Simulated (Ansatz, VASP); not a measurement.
**GaAs: VASP beside Ansatz**

INCAR

```
SYSTEM = GaAs
ALGO = Normal ; EDIFF = 1E-6
ENCUT = 500 ; GGA = PS
GGA_COMPAT = .False. ; ISIF = 2
ISMEAR = 0 ; LASPH = .True.
LCHARG = .False. ; LREAL = .False.
LWAVE = .False. ; NBANDS = 16
NELM = 120 ; PREC = Accurate
SIGMA = 0.01
```

Contents of KPOINTS:

```
k-points
0
Gamma
  10 10 10
  0 0 0
```

The input POSCAR:

```
GaAs
1.0
    0.0000000000      2.7191670983      2.9265742757
    2.7191670983      0.0000000000      2.9265742757
    2.7191670983      2.7191670983      0.0000000000
Ga As
1 1
Direct
    0.0000000000      0.0000000000      0.0000000000
    0.2500000000      0.2500000000      0.2500000000
```

Input for Ansatz:

```yaml
crystal:
  lattice:
    - [0.0, 2.7191670983, 2.9265742757]
    - [2.7191670983, 0.0, 2.9265742757]
    - [2.7191670983, 2.7191670983, 0.0]
  atoms:
    - { symbol: Ga, position: [0.0, 0.0, 0.0] }
    - { symbol: As, position: [0.25, 0.25, 0.25] }
basis:
  ecutwfc: 600.0
kpoints:
  mp_grid: { grid: [10, 10, 10] }
  band_path:
    path:
      - [0.0, 0.0, 0.0]
      - [0.0, 0.0, 0.0]
      - [0.5, 0.5, 0.0]
      - [0.0, 0.4245401708, 0.4245401708]
      - [0.5, 0.5, 0.5]
      - [0.0, 0.0, 0.5]
      - [0.0036721658, 0.0036721658, 0.0073443315]
      - [-0.0036721658, -0.0036721658, -0.0073443315]
      - [0.0036721658, 0.0036721658, 0.0073443315]
      - [-0.0036721658, -0.0036721658, -0.0073443315]
    npoints: 1
hamiltonian:
  xc: pbesol
  pseudopotentials: { kind: paw }
scf:
  occupations: { method: fixed }
  n_extra_bands: 5
output:
  forces: true
  stress: true
  eigenvalues: true
```

Alike in both runs: task single point; functional PBEsol; k mesh 10 × 10 × 10; no spin polarisation.

|  | VASP | Ansatz |
| --- | --- | --- |
| version | VASP 6.6.1 | Ansatz 0.2.0 |
| potentials or method | VASP PAW PBE potentials, release 64 (Ga_d, As), cutoff 500 eV | scalar-relativistic, plane waves, PAW |
| occupations | gaussian, width 0.01 eV | fixed |
| valence electrons in the cell | 18 | 28 |

```csv
,VASP,Ansatz,Ansatz less VASP
gap on the k mesh at the Fermi level (eV),0.57,0.56,-0.016
least direct gap on the mesh (eV),0.57,0.56,-0.016
pressure (GPa),3.6,3.4,-0.19
"traceless stress, the component that is largest in VASP (GPa)",-3.44,-3.44,-0.001
```

VASP's potentials were made for PBE, not for PBEsol. VASP's potentials hold 18 valence electrons a cell and Ansatz's 28, so a difference there can come from the potentials and not from the codes.
